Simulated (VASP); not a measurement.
A run of VASP 6.6.1 is set up as follows.

The input INCAR:

```
ALGO = Normal
EDIFF = 1E-6
EDIFFG = -0.03
ENCUT = 600
GGA = PE
IBRION = 2
ISIF = 3
ISMEAR = 0
LASPH = True
LCHARG = False
LREAL = False
LWAVE = False
NELM = 100
NSW = 80
PREC = Accurate
SIGMA = 0.05
```

File KPOINTS:

```
k-points
0
Gamma
  6 6 4
```

Contents of POSCAR:

```
Na
1.0
    3.7682404875      0.0000000000      0.0000000000
   -1.8841202437      3.2633919897      0.0000000000
    0.0000000000      0.0000000000      6.1547927962
Na
2
Direct
    0.3333333333      0.6666666667      0.7500000000
    0.6666666667      0.3333333333      0.2500000000
```

Potentials or basis: VASP PAW PBE potentials, release 64 (Na_pv).

Command:

```sh
$ cat potpaw_PBE.64/Na_pv/POTCAR > POTCAR
$ mpirun -np 1 vasp_std > vasp.out
```

(1) Predict the space group after relaxing (to 0.05 Å).

(2) What does it give for the relaxed volume?

(3) Predict the relaxed cell.

Results:

(1) P6_3/mmc (No. 194).

(2) 36.94 Å³/atom.

(3) a = 3.782 Å, b = 3.782 Å, c = 5.964 Å, α = 90.00°, β = 90.00°, γ = 120.00°.
